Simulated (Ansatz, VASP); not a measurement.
## Fe in VASP and in Ansatz

```
CELL_PARAMETERS angstrom
-1.37521 1.37521 1.37521
1.37521 -1.37521 1.37521
1.37521 1.37521 -1.37521
ATOMIC_POSITIONS crystal
Fe 0.00000 0.00000 0.00000
```

Alike in both runs: task single point; functional PBEsol; k mesh 26 × 26 × 26; occupations fermi-dirac, width 0.05 eV; collinear spin.

|  | VASP | Ansatz |
| --- | --- | --- |
| version | VASP 6.6.1 | Ansatz 0.2.0 |
| potentials or method | VASP PAW PBE potentials, release 64 (Fe), cutoff 520 eV | plane waves (420 eV) with PAW, scalar-relativistic |
| valence electrons in the cell | 8 | 16 |

```csv
,VASP,Ansatz,Ansatz less VASP
pressure (GPa),9.6,9.7,+0.10
net moment per atom (μB),2.04,2.03,-0.015
size of the moment on the site where the two differ most (μB),2.02,2.05,+0.030
```

VASP's potentials were made for PBE, not for PBEsol, and Ansatz warns of the same on its side. Site moments also hang on the region over which each program counts them. VASP's potentials hold 8 valence electrons a cell and Ansatz's 16, so a difference there can come from the potentials and not from the codes.
